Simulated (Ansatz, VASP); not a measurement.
**Two plane-wave programs on Ta**

```
Ta
1.0
    -1.65943    1.65943    1.65943
     1.65943   -1.65943    1.65943
     1.65943    1.65943   -1.65943
Ta
1
Direct
  0.00000 0.00000 0.00000
```

Change from the starting cell: the structure that the rattled cell fell into.

Alike in both runs: functional PBE; k mesh 24 × 24 × 24; occupations gaussian, width 0.1 eV; no spin polarisation.

Ansatz relaxed the structure, and its values are those at the end. VASP's run is a single point on that final structure, the one shown.

```csv
,VASP,Ansatz
version,VASP 6.6.1,Ansatz 0.2.0
potentials or method,"VASP PAW PBE potentials, release 64 (Ta_pv), cutoff 520 eV","scalar-relativistic, plane waves, PAW"
valence electrons in the cell,11,13
```

|  | VASP | Ansatz | Ansatz less VASP |
| --- | --- | --- | --- |
| gap on the k mesh at the Fermi level (eV) | none | none | - |
| pressure (GPa) | 0.1 | 0.0 | -0.09 |

A gap of «none» marks a metal or a gap that the smearing closes. VASP's potentials hold 11 valence electrons a cell and Ansatz's 13, so a difference there can come from the potentials and not from the codes.

Spin-orbit coupling is off throughout.
